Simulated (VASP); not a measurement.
Wanted: the native input for a VASP 6.6.1 run.

| Property | Result |
| --- | --- |
| Task | single point |
| Functional | PBEsol |
| Potentials or basis | VASP PAW PBE potentials, release 64 (Ba_sv, Te) |
| Cutoff | 520 eV |
| k mesh | 7 × 7 × 7 |
| Occupations | fermi-dirac, width 0.05 eV |
| Spin | no spin polarisation |
| Dipole correction | no |
| Further INCAR settings | ALGO = Normal; EDIFF = 1e-07; NBANDS = 15 |

The structure of BaTe lies in POSCAR:

```
BaTe
1.0
    0.0000000000      3.4100000000      3.4100000000
    3.4100000000      0.0000000000      3.4100000000
    3.4100000000      3.4100000000      0.0000000000
Ba Te
1 1
Direct
    0.0000000000      0.0000000000      0.0000000000
    0.5000000000      0.5000000000      0.5000000000
```

One way to write it, as run:

INCAR

```
ALGO = Normal
EDIFF = 1E-7
ENCUT = 520
GGA = PS
ISIF = 2
ISMEAR = -1
LASPH = True
LCHARG = False
LREAL = False
LWAVE = False
NBANDS = 15
NELM = 60
PREC = Accurate
SIGMA = 0.05
```

KPOINTS

```
k-points
0
Gamma
  7 7 7
```

Potentials or basis: VASP PAW PBE potentials, release 64 (Ba_sv, Te).

The run is started by

```sh
$ cat potpaw_PBE.64/Ba_sv/POTCAR potpaw_PBE.64/Te/POTCAR > POTCAR
$ mpirun -np 1 vasp_std > vasp.out
```

It gave:

```
Pressure               : 2.4 GPa
Band gap on the k mesh : 1.29 eV, indirect (least direct gap 1.68 eV)
```

Caveat: the PAW data sets were made with another functional, which shifts forces and pressure a little; spin-orbit coupling is left out, which moves the levels of the heavy elements.

It took 47 s on 1 thread of Intel Xeon 8259CL (shared host), peak memory 0.21 GiB.
